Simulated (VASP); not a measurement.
# Cr (Im-3m) in VASP: notebook

Runs on Cr. Level: LDA. Tasks: single point.

Program: VASP 6.6.1. These are calculated values, not measurements. Logs are shortened: lines on timing, memory, paths and dates and some standing lists are left out, and cuts for length are marked.

**1. The cell of the first run**

It takes space group Im-3m (No. 229, cubic). The conventional cell has a = 2.884 Å, b = 2.884 Å, c = 2.884 Å, α = 90.00°, β = 90.00°, γ = 90.00°. Cr (site symmetry m-3m) has 14 Cr at 2.50 to 2.88 Å within 3.3 Å.

**2. Single point, LDA, collinear spin, ferromagnetic start**

File INCAR:

```
PREC = Accurate
ENCUT = 500
EDIFF = 1E-6
ISMEAR = 0
SIGMA = 0.05
LREAL = F
LASPH = T
NELM = 200
ALGO = Normal
ISIF = 2
LWAVE = F
LCHARG = T
ISPIN = 2
MAGMOM = 0.22
LORBIT = 11
NUPDOWN = 0.22
LMAXMIX = 4
GGA = CA
LELF = T
LVHAR = T
NBANDS = 16
GGA_COMPAT = F
```

File KPOINTS:

```
regular mesh
0
Gamma
  14 14 14
```

File POSCAR:

```
Cr
1.0
   -1.4419500000      1.4419500000      1.4419500000
    1.4419500000     -1.4419500000      1.4419500000
    1.4419500000      1.4419500000     -1.4419500000
Cr
1
Direct
    0.0000000000      0.0000000000      0.0000000000
```

Potentials or basis: VASP PAW LDA potentials, release 64 (Cr_pv).

Launch:

```bash
$ cat potpaw_LDA.64/Cr_pv/POTCAR > POTCAR
$ mpirun -np 1 vasp_std > vasp.out
```

OUTCAR:

```text
PREC = Accurate
   ENCUT = 500
   EDIFF = 1E-6
   ISMEAR = 0
   LREAL = F
   LASPH = T
   NELM = 200
   ISIF = 2
   ISPIN = 2
   LORBIT = 11
   NUPDOWN = 0.22
   GGA = CA

 ion  position               nearest neighbor table
   1  0.000  0.000  0.000-

  LATTYP: Found a body centered cubic cell.
 ALAT       =     2.8839000000

  Lattice vectors:

 A1 = (  -1.4419500000,   1.4419500000,   1.4419500000)
 A2 = (   1.4419500000,  -1.4419500000,   1.4419500000)
 A3 = (   1.4419500000,   1.4419500000,  -1.4419500000)

Analysis of symmetry for initial positions (statically):
=====================================================================
 Subroutine PRICEL returns:
 Original cell was already a primitive cell.

 Routine SETGRP: Setting up the symmetry group for a
 body centered cubic supercell.

 Subroutine GETGRP returns: Found 48 space group operations
 (whereof 48 operations were pure point group operations)
 out of a pool of 48 trial point group operations.

The static configuration has the point symmetry O_h .

Analysis of symmetry for dynamics (positions and initial velocities):
=====================================================================
 Subroutine PRICEL returns:
 Original cell was already a primitive cell.

 Routine SETGRP: Setting up the symmetry group for a
 body centered cubic supercell.

 Subroutine GETGRP returns: Found 48 space group operations
 (whereof 48 operations were pure point group operations)
 out of a pool of 48 trial point group operations.

The dynamic configuration has the point symmetry O_h .

Analysis of structural, dynamic, and magnetic symmetry:
=====================================================================
 Subroutine PRICEL returns:
 Original cell was already a primitive cell.

 Routine SETGRP: Setting up the symmetry group for a
 body centered cubic supercell.

 Subroutine GETGRP returns: Found 48 space group operations
 (whereof 48 operations were pure point group operations)
 out of a pool of 48 trial point group operations.

The overall configuration has the point symmetry O_h .

 Subroutine INISYM returns: Found 48 space group operations
 (whereof 48 operations are pure point group operations),
 and found     1 'primitive' translations

----------------------------------------------------------------------------------------

                                     Primitive cell

  volume of cell :      11.9925

  direct lattice vectors                    reciprocal lattice vectors
    -1.441950000  1.441950000  1.441950000     0.000000000  0.346752661  0.346752661
     1.441950000 -1.441950000  1.441950000     0.346752661  0.000000000  0.346752661
     1.441950000  1.441950000 -1.441950000     0.346752661  0.346752661  0.000000000

  length of vectors
     2.497530662  2.497530662  2.497530662     0.490382316  0.490382316  0.490382316

  position of ions in fractional coordinates (direct lattice)
     0.000000000  0.000000000  0.000000000

  ion indices of the primitive-cell ions
   primitive index   ion index
                 1           1

----------------------------------------------------------------------------------------

 KPOINTS: regular mesh

Automatic generation of k-mesh.
 Grid dimensions read from file:
 generate k-points for:   14   14   14

 Generating k-lattice:

  Cartesian coordinates                     Fractional coordinates (reciprocal lattice)
     0.000000000  0.024768047  0.024768047     0.071428571  0.000000000  0.000000000
     0.024768047  0.000000000  0.024768047     0.000000000  0.071428571  0.000000000
     0.024768047  0.024768047  0.000000000     0.000000000  0.000000000  0.071428571

  Length of vectors
     0.035027308  0.035027308  0.035027308

  Shift w.r.t. Gamma in fractional coordinates (k-lattice)
     0.000000000  0.000000000  0.000000000

 Subroutine IBZKPT returns following result:
 ===========================================

 Found    104 irreducible k-points:

 Following reciprocal coordinates:
            Coordinates               Weight
  0.000000  0.000000  0.000000      1.000000
  0.071429  0.000000  0.000000     12.000000
  0.142857  0.000000  0.000000     12.000000
  0.214286  0.000000  0.000000     12.000000
  0.285714  0.000000  0.000000     12.000000
  0.357143  0.000000  0.000000     12.000000
[... 16 lines left out ...]
  0.285714  0.285714  0.000000     24.000000
  0.357143  0.285714 -0.000000     24.000000
 [... further k-points ...]
   k-points           NKPTS =    104   k-points in BZ     NKDIM =    104   number of bands    NBANDS=     16
   number of dos      NEDOS =    301   number of ions     NIONS =      1
   total plane-waves  NPLWV =   5832
   dimension x,y,z NGX =    18 NGY =   18 NGZ =   18
   dimension x,y,z NGXF=    36 NGYF=   36 NGZF=   36
   ions per type =               1
   NGX,Y,Z   is equivalent  to a cutoff of  11.98, 11.98, 11.98 a.u.
   NGXF,Y,Z  is equivalent  to a cutoff of  23.96, 23.96, 23.96 a.u.
 SYSTEM =  unknown system
   PREC   = accura    normal or accurate (medium, high low for compatibility)
   ISTART =      0    job   : 0-new  1-cont  2-samecut
   ICHARG =      2    charge: 1-file 2-atom 10-const
   ISPIN  =      2    spin polarized calculation?
   LNONCOLLINEAR =      F non collinear calculations
   LSORBIT =      F    spin-orbit coupling
   LASPH  =      T    aspherical Exc in radial PAW
   ENCUT  =  500.0 eV  36.75 Ry    6.06 a.u.   4.55  4.55  4.55*2*pi/ulx,y,z
   NELM   =    200;   NELMIN=  2; NELMDL= -5     # of ELM steps
   EDIFF  = 0.1E-05   stopping-criterion for ELM
   LREAL  =      F    real-space projection
   EDIFFG = 0.1E-04   stopping-criterion for IOM
   NSW    =      0    number of steps for IOM
   IBRION =     -1    ionic relax: 0-MD 1-quasi-New 2-CG
   NFREE  =      0    steps in history (QN), initial steepest desc. (CG)
   ISIF   =      2    stress and relaxation
   ISYM   =      2    0-nonsym 1-usesym 2-fastsym
   POTIM  = 0.5000    time-step for ionic-motion
   TEBEG  =    0.0;   TEEND  =   0.0 temperature during run
   PSTRESS=    0.0 pullay stress
   NELECT =      12.0000    total number of electrons
   NUPDOWN=       0.2200    fix difference up-down
   EMIN   =  10.00;   EMAX   =-10.00  energy-range for DOS
   EFERMI =   0.00;   METHOD = LEGACY
   ISMEAR =     0;   SIGMA  =   0.05  broadening in eV -4-tet -1-fermi 0-gaus
   EFERMI_NEDOS =   21; number of points for ismear=-14 and -15
   IALGO  =     38    algorithm
   IMIX   =      4    mixing-type and parameters
     AMIX     =   0.40;   BMIX     =  1.00
     AMIX_MAG =   1.60;   BMIX_MAG =  1.00
  volume/ion in A,a.u.               =      11.99        80.93
  Fermi-wavevector in a.u.,A,eV,Ry     =   1.637439  3.094310 36.480015  2.681205
  Thomas-Fermi vector in A             =   2.728578
   LORBIT       =     11    0 simple, 1 ext, 2 COOP (PROOUT), +10 PAW based schemes
   GGA     = CA    functional components
   LHFCALC =     F    Hartree Fock is set to
   AEXX    =    0.0000 exact exchange contribution
   IVDW    =     0    specifies the selected vdW correction
   LEPSILON=     F    determine dielectric tensor
   LRPA    =     F    only Hartree local field effects (RPA)
 spin polarized calculation
 Gauss-broadening in eV      SIGMA  =   0.05
  energy-cutoff  :      500.00
  volume of cell :       11.99
 maximum number of plane-waves:       321
   NGX =  9   NGY =  9   NGZ =  9

 number of electron      11.9999982 magnetization       0.2200000

 Free energy of the ion-electron system (eV)
  ---------------------------------------------------
  ext. energy  EPLUGINS =         0.00000000
  ---------------------------------------------------
  free energy    TOTEN  =       -10.50710093 eV

  energy without entropy =      -10.50580056  energy(sigma->0) =      -10.50645074

 E-fermi :   9.9696     XC(G=0): -13.7812

 val. band max:       10.3912993652   @ k =  -0.3571   0.4286   0.2857
 cond. band min:       9.9802033856   @ k =   0.3571   0.0714   0.0714
 fundamental gap:     -0.4110959796
 Fermi energy:        10.4050500486

 spin component 1

 k-point     1 :       0.0000    0.0000    0.0000
  band No.  band energies     occupation
      1     -32.2017      1.00000
      2     -32.2017      1.00000
      3     -32.2017      1.00000
      4       2.5660      1.00000
      5       9.3089      1.00000
      6       9.3089      1.00000
[... 8 lines left out ...]
     15      39.4808      0.00000
     16      43.5249      0.00000

 k-point     2 :       0.0714    0.0000    0.0000
  band No.  band energies     occupation
      1     -32.2450      1.00000
      2     -32.2151      1.00000
      3     -32.2019      1.00000
      4       2.7827      1.00000
      5       9.2276      1.00000
      6       9.2953      1.00000
[... 8 lines left out ...]
     15      39.8711      0.00000
     16      41.2954      0.00000
[... 387 lines left out ...]
      5       7.9021      1.00000
      6       8.5754      1.00000
[... 8 lines left out ...]
     15      38.1120      0.00000
     16      46.4453      0.00000

 k-point    24 :       0.3571    0.2857   -0.0000
  band No.  band energies     occupation
      1     -32.8381      1.00000
      2     -32.7083      1.00000
      3     -32.3036      1.00000
      4       7.3403      1.00000
      5       8.0061      1.00000
      6       8.4417      1.00000
[... 8 lines left out ...]
     15      37.5713      0.00000
     16      46.4482      0.00000

 [... further k-points ...]

 spin component 2

 k-point     1 :       0.0000    0.0000    0.0000
  band No.  band energies     occupation
      1     -32.0082      1.00000
      2     -32.0082      1.00000
      3     -32.0082      1.00000
      4       2.6460      1.00000
      5       9.4934      1.00000
      6       9.4934      1.00000
[... 8 lines left out ...]
     15      39.5452      0.00000
     16      43.6543      0.00000

 k-point     2 :       0.0714    0.0000    0.0000
  band No.  band energies     occupation
      1     -32.0517      1.00000
      2     -32.0216      1.00000
      3     -32.0084      1.00000
      4       2.8629      1.00000
      5       9.4112      1.00000
      6       9.4789      1.00000
[... 8 lines left out ...]
     15      39.9405      0.00000
     16      41.4157      0.00000
[... 387 lines left out ...]
      5       8.0405      1.00000
      6       8.7133      1.00000
[... 8 lines left out ...]
     15      38.1966      0.00000
     16      46.5422      0.00000

 k-point    24 :       0.3571    0.2857   -0.0000
  band No.  band energies     occupation
      1     -32.6479      1.00000
      2     -32.5173      1.00000
      3     -32.1106      1.00000
      4       7.4918      1.00000
      5       8.1481      1.00000
      6       8.5722      1.00000
[... 8 lines left out ...]
     15      37.6532      0.00000
     16      46.5454      0.00000

 [... further k-points ...]

------------------------ aborting loop because EDIFF is reached ----------------------------------------

  FORCE on cell =-STRESS in cart. coord.  units (eV):
  Direction    XX          YY          ZZ          XY          YZ          ZX
  --------------------------------------------------------------------------------------
  -------------------------------------------------------------------------------------
  Total       -1.8157461     -1.8157461     -1.8157461     -0.0000000      0.0000000     -0.0000000
  in kB     -242.5800684   -242.5800684   -242.5800684     -0.0000000      0.0000000     -0.0000000
  external PRESSURE =    -242.5800684 kB  Pullay stress =       0.0000000 kB

 VOLUME and BASIS-vectors are now :
 -----------------------------------------------------------------------------
  energy-cutoff  :      500.00
  volume of cell :       11.99
      direct lattice vectors                 reciprocal lattice vectors
    -1.441950000  1.441950000  1.441950000     0.000000000  0.346752661  0.346752661
     1.441950000 -1.441950000  1.441950000     0.346752661  0.000000000  0.346752661
     1.441950000  1.441950000 -1.441950000     0.346752661  0.346752661  0.000000000

 POSITION                                       TOTAL-FORCE (eV/Angst)
 -----------------------------------------------------------------------------------
      0.00000      0.00000      0.00000        -0.000000     -0.000000      0.000000
 -----------------------------------------------------------------------------------
    total drift:                                0.000000      0.000000      0.000000

  FREE ENERGIE OF THE ION-ELECTRON SYSTEM (eV)
  ---------------------------------------------------
  free  energy   TOTEN  =       -10.5071009266 eV

  energy  without entropy=      -10.5058005582  energy(sigma->0) =      -10.50645074

 total charge

# of ion       s       p       d       tot
------------------------------------------
    1        0.415   6.373   4.197  10.986

 magnetization (x)

# of ion       s       p       d       tot
------------------------------------------
    1        0.000   0.008   0.199   0.207
```

It took 13 s on 1 thread of Intel Xeon 6975P-C (Granite Rapids), shared host; peak memory 0.13 GiB.

What came out:

| Item | Value |
| --- | --- |
| Free energy | -10.5071 eV |
| Pressure | -24.3 GPa |
| Net moment | 0.22 μB per cell |
| Site moments | Cr +0.21 μB |
| Valence electrons inside the program's atomic spheres | Cr 10.99 |

Caveat: the total moment is fixed, so each spin has its own Fermi level.

[end of part 1 of 2]
